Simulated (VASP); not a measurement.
Set up this calculation in VASP 6.6.1, as the native input.

| Property | Result |
| --- | --- |
| Task | single point |
| Functional | PBE |
| Potentials or basis | VASP PAW PBE potentials, release 64 (Cd, Te) |
| Cutoff | 520 eV |
| k mesh | 6 × 6 × 4 |
| Occupations | fermi-dirac, width 0.02 eV |
| Spin | no spin polarisation |
| Dipole correction | no |
| Further INCAR settings | ALGO = Normal; EDIFF = 1e-06; NBANDS = 26 |

The structure of CdTe lies in POSCAR:

```
CdTe
1.0
    4.3149846540      0.0000000000      0.0000000000
   -2.1574923270      3.7368863273      0.0000000000
    0.0000000000      0.0000000000      7.0705359074
Cd Te
2 2
Direct
    0.0000000000      0.0000000000      0.0000000000
    0.0000000000      0.0000000000      0.5000000000
    0.3333333333      0.6666666667      0.2500000000
    0.6666666667      0.3333333333      0.7500000000
```

One way to write it, as run:

INCAR

```
SYSTEM = CdTe
  PREC = Accurate
  ENCUT = 520
  EDIFF = 1E-6
  ISMEAR = -1
  SIGMA = 0.02
  LREAL = .False.
  LASPH = .True.
  NELM = 60
  ALGO = Normal
  ISIF = 2
  LWAVE = .False.
  LCHARG = .False.
  GGA = PE
  NBANDS = 26
```

KPOINTS

```
regular mesh
0
Gamma
  6 6 4
  0 0 0
```

Potentials or basis: VASP PAW PBE potentials, release 64 (Cd, Te).

The run is started by

```bash
$ cat potpaw_PBE.64/Cd/POTCAR potpaw_PBE.64/Te/POTCAR > POTCAR
$ mpirun -np 1 vasp_std > vasp.out
```

It gave:

```json
{
 "Pressure": "1.3 GPa",
 "Band gap on the k mesh": "zero (bands 18 and 19 overlap by 0.96 eV)"
}
```

Caveat: spin-orbit coupling is left out, which moves the levels of the heavy elements.

Wall time 86 s on 1 thread of Intel Xeon 8259CL (shared host), peak memory 0.25 GiB.
